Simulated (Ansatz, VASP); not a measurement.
**Sn: VASP beside Ansatz**

```
Sn
1.0
     2.11586   -2.23606    0.00000
     2.11586    2.23606    0.00000
     0.00000    0.00000    3.15512
Sn
1
Direct
  0.50000 0.50000 0.50000
```

Alike in both runs: task relaxation of cell and atoms; functional PBE; k mesh 18 × 18 × 18; occupations gaussian, width 0.1 eV; no spin polarisation.

|  | VASP | Ansatz |
| --- | --- | --- |
| version | VASP 6.6.1 | Ansatz 0.2.0 |
| potentials or method | VASP PAW PBE potentials, release 64 (Sn_d), cutoff 600 eV | scalar-relativistic, plane waves, PAW |
| valence electrons in the cell | 14 | 14 |

Ansatz gave:

- gap on the k mesh at the Fermi level, each at its own relaxed structure (eV): none
- relaxed volume (Å³/atom): 29.41
- relaxed cell length with the largest relative difference (Å): 3.086

Problem. Which values does VASP return?

Solution. gap on the k mesh at the Fermi level, each at its own relaxed structure (eV): none; relaxed volume (Å³/atom): 29.41; relaxed cell length with the largest relative difference (Å): 3.087.

A gap of «none» marks a metal or a gap that the smearing closes.
